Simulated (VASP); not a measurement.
Input of a VASP 6.6.1 run:

Contents of INCAR:

```
SYSTEM = CaSc
PREC = Accurate
ENCUT = 600
EDIFF = 1E-6
ISMEAR = 0
SIGMA = 0.1
LREAL = .False.
LASPH = .True.
NELM = 60
ALGO = Fast
ISIF = 3
LWAVE = .False.
LCHARG = .False.
GGA = PE
IBRION = 2
NSW = 100
EDIFFG = -0.01
```

KPOINTS

```
regular mesh
0
Gamma
  16 16 12
  0 0 0
```

File POSCAR:

```
CaSc
1.0
    3.5682986204      0.0000000000      0.0000000000
    0.0000000000      3.5682986204      0.0000000000
    0.0000000000      0.0000000000      5.0675647673
Ca Sc
1 1
Direct
    0.5000000000      0.5000000000      0.5000000000
    0.0000000000      0.0000000000      0.0000000000
```

Potentials or basis: VASP PAW PBE potentials, release 64 (Ca_sv, Sc_sv).

Command:

```bash
$ cat potpaw_PBE.64/Ca_sv/POTCAR potpaw_PBE.64/Sc_sv/POTCAR > POTCAR
$ mpirun -np 1 vasp_std > vasp.out
```

(1) Estimate the relaxed cell.

(2) What does it give for the band gap on the k mesh?

## Answers

(1) a = 3.476 Å, b = 3.476 Å, c = 5.280 Å, α = 90.00°, β = 90.00°, γ = 90.00°.

(2) zero (an odd number of electrons rules out a gap without spin polarisation).
